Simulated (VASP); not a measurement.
Write the native input for VASP 6.6.1 that does the following.

```yaml
Task: single point
Functional: PBE
Dispersion: D3(BJ)
Potentials_or_basis: VASP PAW PBE potentials, release 64 (Mg, O)
Cutoff: 600 eV
k_mesh: 10 × 10 × 10
Occupations: gaussian, width 0.02 eV
Spin: no spin polarisation
Dipole_correction: no
Further_INCAR_settings: ALGO = Normal; EDIFF = 1e-06; NBANDS = 11
```

The structure of MgO (d3) lies in POSCAR:

```
MgO
1.0
    0.0000000000      2.0539620388      2.0539620388
    2.0539620388      0.0000000000      2.0539620388
    2.0539620388      2.0539620388      0.0000000000
Mg O
1 1
Direct
    0.0000000000      0.0000000000      0.0000000000
    0.5000000000      0.5000000000      0.5000000000
```

These files were run (other wordings do the same):

INCAR

```
SYSTEM = MgO
ALGO = Normal
EDIFF = 1E-6
ENCUT = 600
GGA = PE
GGA_COMPAT = .False.
ISIF = 2
ISMEAR = 0
IVDW = 12
LASPH = .True.
LCHARG = .False.
LREAL = .False.
LWAVE = .False.
NBANDS = 11
NELM = 120
PREC = Accurate
SIGMA = 0.02
```

KPOINTS

```
k-points
0
Gamma
  10 10 10
  0 0 0
```

Potentials or basis: VASP PAW PBE potentials, release 64 (Mg, O).

Command:

```sh
$ cat potpaw_PBE.64/Mg/POTCAR potpaw_PBE.64/O/POTCAR > POTCAR
$ mpirun -np 1 vasp_std > vasp.out
```

Results of the run:

| Property | Result |
| --- | --- |
| Pressure | 12.3 GPa |
| Band gap on the k mesh | 5.49 eV, direct |
| Dispersion energy per atom | -0.317 eV |

Run time: 7.7 s on 1 thread of AMD EPYC 9R14 (Zen 4), with other jobs on the host, peak memory 0.12 GiB.
